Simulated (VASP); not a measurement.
# PbS (Pm-3m) in VASP: notebook

PbS is run at these levels: PBE; tasks: single point.

All numbers are computed with VASP 6.6.1; they aren't measurements. Logs are shortened: lines on timing, memory, paths and dates and some standing lists are left out, and cuts for length are marked.

## (1) The cell of the first run

It takes space group Pm-3m (No. 221, cubic). Conventional cell: a = 3.654 Å, b = 3.654 Å, c = 3.654 Å, α = 90.00°, β = 90.00°, γ = 90.00°. Within 4.2 Å of Pb (site symmetry m-3m) lie 8 S at 3.16 Å and 6 Pb at 3.65 Å. S (site symmetry m-3m) has 8 Pb at 3.16 Å and 6 S at 3.65 Å within 4.2 Å.

## (2) Single point, PBE

The input, INCAR:

```
PREC = Accurate ; ENCUT = 520
EDIFF = 1E-6 ; ISMEAR = 0
SIGMA = 0.017 ; LREAL = False
LASPH = True ; NELM = 80
ALGO = Normal ; ISIF = 2
LWAVE = False ; LCHARG = True
GGA = PE ; LELF = True
LVHAR = True ; NBANDS = 17
```

The input, KPOINTS:

```
regular mesh
0
Gamma
  7 7 7
```

The input, POSCAR:

```
PbS
1.0
    3.6536590000      0.0000000000      0.0000000000
    0.0000000000      3.6536590000      0.0000000000
    0.0000000000      0.0000000000      3.6536590000
Pb S
1 1
Direct
    0.0000000000      0.0000000000      0.0000000000
    0.5000000000      0.5000000000      0.5000000000
```

Potentials or basis: VASP PAW PBE potentials, release 64 (Pb_d, S).

On the command line:

```
> cat potpaw_PBE.64/Pb_d/POTCAR potpaw_PBE.64/S/POTCAR > POTCAR
> mpirun -np 1 vasp_std > vasp.out
```

OUTCAR:

```text
PREC = Accurate
   ENCUT = 520
   EDIFF = 1E-6
   ISMEAR = 0
   LREAL = False
   LASPH = True
   NELM = 80
   ISIF = 2
   GGA = PE

 ion  position               nearest neighbor table
   1  0.000  0.000  0.000-   2 3.16   2 3.16   2 3.16   2 3.16   2 3.16   2 3.16   2 3.16   2 3.16

   2  0.500  0.500  0.500-   1 3.16   1 3.16   1 3.16   1 3.16   1 3.16   1 3.16   1 3.16   1 3.16

  LATTYP: Found a simple cubic cell.
 ALAT       =     3.6536590000

  Lattice vectors:

 A1 = (   3.6536590000,   0.0000000000,   0.0000000000)
 A2 = (   0.0000000000,   3.6536590000,   0.0000000000)
 A3 = (   0.0000000000,   0.0000000000,   3.6536590000)

Analysis of symmetry for initial positions (statically):
=====================================================================
 Subroutine PRICEL returns:
 Original cell was already a primitive cell.

 Routine SETGRP: Setting up the symmetry group for a
 simple cubic supercell.

 Subroutine GETGRP returns: Found 48 space group operations
 (whereof 48 operations were pure point group operations)
 out of a pool of 48 trial point group operations.

The static configuration has the point symmetry O_h .

Analysis of symmetry for dynamics (positions and initial velocities):
=====================================================================
 Subroutine PRICEL returns:
 Original cell was already a primitive cell.

 Routine SETGRP: Setting up the symmetry group for a
 simple cubic supercell.

 Subroutine GETGRP returns: Found 48 space group operations
 (whereof 48 operations were pure point group operations)
 out of a pool of 48 trial point group operations.

The dynamic configuration has the point symmetry O_h .

 Subroutine INISYM returns: Found 48 space group operations
 (whereof 48 operations are pure point group operations),
 and found     1 'primitive' translations

----------------------------------------------------------------------------------------

                                     Primitive cell

  volume of cell :      48.7735

  direct lattice vectors                    reciprocal lattice vectors
     3.653659000  0.000000000  0.000000000     0.273698230  0.000000000  0.000000000
     0.000000000  3.653659000  0.000000000     0.000000000  0.273698230  0.000000000
     0.000000000  0.000000000  3.653659000     0.000000000  0.000000000  0.273698230

  length of vectors
     3.653659000  3.653659000  3.653659000     0.273698230  0.273698230  0.273698230

  position of ions in fractional coordinates (direct lattice)
     0.000000000  0.000000000  0.000000000
     0.500000000  0.500000000  0.500000000

  ion indices of the primitive-cell ions
   primitive index   ion index
                 1           1
                 2           2

----------------------------------------------------------------------------------------

 KPOINTS: regular mesh

Automatic generation of k-mesh.
 Grid dimensions read from file:
 generate k-points for:    7    7    7

 Generating k-lattice:

  Cartesian coordinates                     Fractional coordinates (reciprocal lattice)
     0.039099747  0.000000000  0.000000000     0.142857143  0.000000000  0.000000000
     0.000000000  0.039099747  0.000000000     0.000000000  0.142857143  0.000000000
     0.000000000  0.000000000  0.039099747     0.000000000  0.000000000  0.142857143

  Length of vectors
     0.039099747  0.039099747  0.039099747

  Shift w.r.t. Gamma in fractional coordinates (k-lattice)
     0.000000000  0.000000000  0.000000000

 Subroutine IBZKPT returns following result:
 ===========================================

 Found     20 irreducible k-points:

 Following reciprocal coordinates:
            Coordinates               Weight
  0.000000  0.000000  0.000000      1.000000
  0.142857  0.000000  0.000000      6.000000
  0.285714  0.000000  0.000000      6.000000
  0.428571  0.000000  0.000000      6.000000
  0.142857  0.142857  0.000000     12.000000
  0.285714  0.142857  0.000000     24.000000
[... 12 lines left out ...]
  0.428571  0.428571  0.285714     24.000000
  0.428571  0.428571  0.428571      8.000000
   k-points           NKPTS =     20   k-points in BZ     NKDIM =     20   number of bands    NBANDS=     17
   number of dos      NEDOS =    301   number of ions     NIONS =      2
   total plane-waves  NPLWV =  21952
   dimension x,y,z NGX =    28 NGY =   28 NGZ =   28
   dimension x,y,z NGXF=    56 NGYF=   56 NGZF=   56
   ions per type =               1   1
   NGX,Y,Z   is equivalent  to a cutoff of  12.74, 12.74, 12.74 a.u.
   NGXF,Y,Z  is equivalent  to a cutoff of  25.48, 25.48, 25.48 a.u.
 SYSTEM =  unknown system
   PREC   = accura    normal or accurate (medium, high low for compatibility)
   ISTART =      0    job   : 0-new  1-cont  2-samecut
   ICHARG =      2    charge: 1-file 2-atom 10-const
   ISPIN  =      1    spin polarized calculation?
   LNONCOLLINEAR =      F non collinear calculations
   LSORBIT =      F    spin-orbit coupling
   LASPH  =      T    aspherical Exc in radial PAW
   ENCUT  =  520.0 eV  38.22 Ry    6.18 a.u.   6.79  6.79  6.79*2*pi/ulx,y,z
   NELM   =     80;   NELMIN=  2; NELMDL= -5     # of ELM steps
   EDIFF  = 0.1E-05   stopping-criterion for ELM
   LREAL  =      F    real-space projection
   EDIFFG = 0.1E-04   stopping-criterion for IOM
   NSW    =      0    number of steps for IOM
   IBRION =     -1    ionic relax: 0-MD 1-quasi-New 2-CG
   NFREE  =      0    steps in history (QN), initial steepest desc. (CG)
   ISIF   =      2    stress and relaxation
   ISYM   =      2    0-nonsym 1-usesym 2-fastsym
   POTIM  = 0.5000    time-step for ionic-motion
   TEBEG  =    0.0;   TEEND  =   0.0 temperature during run
   PSTRESS=    0.0 pullay stress
   NELECT =      20.0000    total number of electrons
   NUPDOWN=      -1.0000    fix difference up-down
   EMIN   =  10.00;   EMAX   =-10.00  energy-range for DOS
   EFERMI =   0.00;   METHOD = LEGACY
   ISMEAR =     0;   SIGMA  =   0.02  broadening in eV -4-tet -1-fermi 0-gaus
   EFERMI_NEDOS =   21; number of points for ismear=-14 and -15
   IALGO  =     38    algorithm
   IMIX   =      4    mixing-type and parameters
     AMIX     =   0.40;   BMIX     =  1.00
     AMIX_MAG =   1.60;   BMIX_MAG =  1.00
  volume/ion in A,a.u.               =      24.39       164.57
  Fermi-wavevector in a.u.,A,eV,Ry     =   1.216252  2.298383 20.126668  1.479268
  Thomas-Fermi vector in A             =   2.351612
   LORBIT       =      0    0 simple, 1 ext, 2 COOP (PROOUT), +10 PAW based schemes
   GGA     = PE    functional components
   LHFCALC =     F    Hartree Fock is set to
   AEXX    =    0.0000 exact exchange contribution
   IVDW    =     0    specifies the selected vdW correction
   LEPSILON=     F    determine dielectric tensor
   LRPA    =     F    only Hartree local field effects (RPA)
 non-spin polarized calculation
 Gauss-broadening in eV      SIGMA  =   0.02
  energy-cutoff  :      520.00
  volume of cell :       48.77
 maximum number of plane-waves:      1357
 NGX is ok and might be reduce to    28
   NGX = 13   NGY = 13   NGZ = 13

 number of electron      19.9999995 magnetization

 Free energy of the ion-electron system (eV)
  ---------------------------------------------------
  ext. energy  EPLUGINS =         0.00000000
  ---------------------------------------------------
  free energy    TOTEN  =        -8.25232175 eV

  energy without entropy =       -8.25232157  energy(sigma->0) =       -8.25232166

 E-fermi :   6.0427     XC(G=0): -10.1668

 val. band max:        5.9947857027   @ k =   0.1429   0.1429   0.1429
 cond. band min:       6.0921334791   @ k =   0.4286   0.4286   0.4286
 fundamental gap:      0.0973477764
 Fermi energy:         6.0426502259

 k-point     1 :       0.0000    0.0000    0.0000
  band No.  band energies     occupation
      1     -10.8169      2.00000
      2     -10.8169      2.00000
      3     -10.6057      2.00000
      4     -10.6057      2.00000
      5     -10.6057      2.00000
      6      -7.0004      2.00000
[... 9 lines left out ...]
     16      18.8431      0.00000
     17      18.9064      0.00000

 k-point     2 :       0.1429    0.0000    0.0000
  band No.  band energies     occupation
      1     -10.8151      2.00000
      2     -10.7874      2.00000
      3     -10.6166      2.00000
      4     -10.6166      2.00000
      5     -10.6046      2.00000
      6      -6.8280      2.00000
[... 9 lines left out ...]
     16      18.6792      0.00000
     17      18.7126      0.00000

 k-point     3 :       0.2857    0.0000    0.0000
  band No.  band energies     occupation
      1     -10.8109      2.00000
      2     -10.7216      2.00000
      3     -10.6409      2.00000
      4     -10.6409      2.00000
      5     -10.6022      2.00000
      6      -6.3539      2.00000
[... 9 lines left out ...]
     16      16.9101      0.00000
     17      18.8903      0.00000

 k-point     4 :       0.4286    0.0000    0.0000
  band No.  band energies     occupation
      1     -10.8076      2.00000
      2     -10.6693      2.00000
      3     -10.6603      2.00000
      4     -10.6603      2.00000
      5     -10.6003      2.00000
      6      -5.8055      2.00000
[... 9 lines left out ...]
     16      18.6012      0.00000
     17      18.8743      0.00000

 k-point     5 :       0.1429    0.1429    0.0000
  band No.  band energies     occupation
      1     -10.7997      2.00000
      2     -10.7711      2.00000
      3     -10.6299      2.00000
      4     -10.6162      2.00000
      5     -10.6145      2.00000
      6      -6.6578      2.00000
[... 9 lines left out ...]
     16      17.4194      0.00000
     17      17.6013      0.00000

 k-point     6 :       0.2857    0.1429    0.0000
  band No.  band energies     occupation
      1     -10.7908      2.00000
      2     -10.7091      2.00000
      3     -10.6594      2.00000
      4     -10.6393      2.00000
      5     -10.6125      2.00000
      6      -6.1948      2.00000
[... 9 lines left out ...]
     16      17.0243      0.00000
     17      17.3007      0.00000

 k-point     7 :       0.4286    0.1429    0.0000
  band No.  band energies     occupation
      1     -10.7868      2.00000
      2     -10.6826      2.00000
      3     -10.6584      2.00000
      4     -10.6566      2.00000
      5     -10.6103      2.00000
      6      -5.6721      2.00000
[... 9 lines left out ...]
     16      17.6503      0.00000
     17      18.2625      0.00000

 k-point     8 :       0.2857    0.2857    0.0000
  band No.  band energies     occupation
      1     -10.7633      2.00000
      2     -10.6998      2.00000
      3     -10.6634      2.00000
      4     -10.6369      2.00000
      5     -10.6343      2.00000
      6      -5.7769      2.00000
[... 9 lines left out ...]
     16      16.3259      0.00000
     17      17.0347      0.00000
[... 123 lines left out ...]
      1     -10.7263      2.00000
      2     -10.7211      2.00000
      3     -10.6704      2.00000
      4     -10.6460      2.00000
      5     -10.6129      2.00000
      6      -5.2539      2.00000
[... 9 lines left out ...]
     16      16.1585      0.00000
     17      18.9566      0.00000

 k-point    16 :       0.4286    0.4286    0.1429
  band No.  band energies     occupation
      1     -10.7604      2.00000
      2     -10.7029      2.00000
      3     -10.6658      2.00000
      4     -10.6649      2.00000
      5     -10.5712      2.00000
      6      -4.9819      2.00000
[... 9 lines left out ...]
     16      16.6229      0.00000
     17      18.5475      0.00000

 k-point    17 :       0.2857    0.2857    0.2857
  band No.  band energies     occupation
      1     -10.6979      2.00000
      2     -10.6781      2.00000
      3     -10.6781      2.00000
      4     -10.6584      2.00000
      5     -10.6584      2.00000
      6      -5.3385      2.00000
[... 9 lines left out ...]
     16      16.1198      0.00000
     17      20.3208      0.00000

 k-point    18 :       0.4286    0.2857    0.2857
  band No.  band energies     occupation
      1     -10.7204      2.00000
      2     -10.7007      2.00000
      3     -10.6752      2.00000
      4     -10.6570      2.00000
      5     -10.6015      2.00000
      6      -5.0429      2.00000
[... 9 lines left out ...]
     16      17.1348      0.00000
     17      20.9104      0.00000

 k-point    19 :       0.4286    0.4286    0.2857
  band No.  band energies     occupation
      1     -10.7415      2.00000
      2     -10.6992      2.00000
      3     -10.6975      2.00000
      4     -10.6283      2.00000
      5     -10.5697      2.00000
      6      -4.8571      2.00000
[... 9 lines left out ...]
     16      18.0858      0.00000
     17      21.5802      0.00000

 k-point    20 :       0.4286    0.4286    0.4286
  band No.  band energies     occupation
      1     -10.7288      2.00000
      2     -10.7233      2.00000
      3     -10.7233      2.00000
      4     -10.5685      2.00000
      5     -10.5685      2.00000
      6      -4.7497      2.00000
[... 9 lines left out ...]
     16      19.0336      0.00000
     17      22.6233      0.00000

------------------------ aborting loop because EDIFF is reached ----------------------------------------

  FORCE on cell =-STRESS in cart. coord.  units (eV):
  Direction    XX          YY          ZZ          XY          YZ          ZX
  --------------------------------------------------------------------------------------
  -------------------------------------------------------------------------------------
  Total        0.0573158      0.0573158      0.0573158     -0.0000000      0.0000000      0.0000000
  in kB        1.8827858      1.8827858      1.8827858     -0.0000000      0.0000000      0.0000000
  external PRESSURE =       1.8827858 kB  Pullay stress =       0.0000000 kB

 VOLUME and BASIS-vectors are now :
 -----------------------------------------------------------------------------
  energy-cutoff  :      520.00
  volume of cell :       48.77
      direct lattice vectors                 reciprocal lattice vectors
     3.653659000  0.000000000  0.000000000     0.273698230  0.000000000  0.000000000
     0.000000000  3.653659000  0.000000000     0.000000000  0.273698230  0.000000000
     0.000000000  0.000000000  3.653659000     0.000000000  0.000000000  0.273698230

 POSITION                                       TOTAL-FORCE (eV/Angst)
 -----------------------------------------------------------------------------------
      0.00000      0.00000      0.00000         0.000000      0.000000      0.000000
      1.82683      1.82683      1.82683         0.000000      0.000000      0.000000
 -----------------------------------------------------------------------------------
    total drift:                               -0.000000      0.000000      0.000000

  FREE ENERGIE OF THE ION-ELECTRON SYSTEM (eV)
  ---------------------------------------------------
  free  energy   TOTEN  =        -8.2523217549 eV

  energy  without entropy=       -8.2523215689  energy(sigma->0) =       -8.25232166
```

Wall time 8.6 s (1 thread of Intel Xeon Platinum 8488C (Sapphire Rapids), shared host); peak memory 0.16 GiB.

Results:

```yaml
Free_energy: -8.2523 eV
Pressure: 0.2 GPa
Band_gap_on_the_k_mesh: 0.10 eV, indirect (least direct gap 1.42 eV)
```

Caveat: spin-orbit coupling is left out, which moves the levels of the heavy elements.

(Part 1 of 2 ends here.)
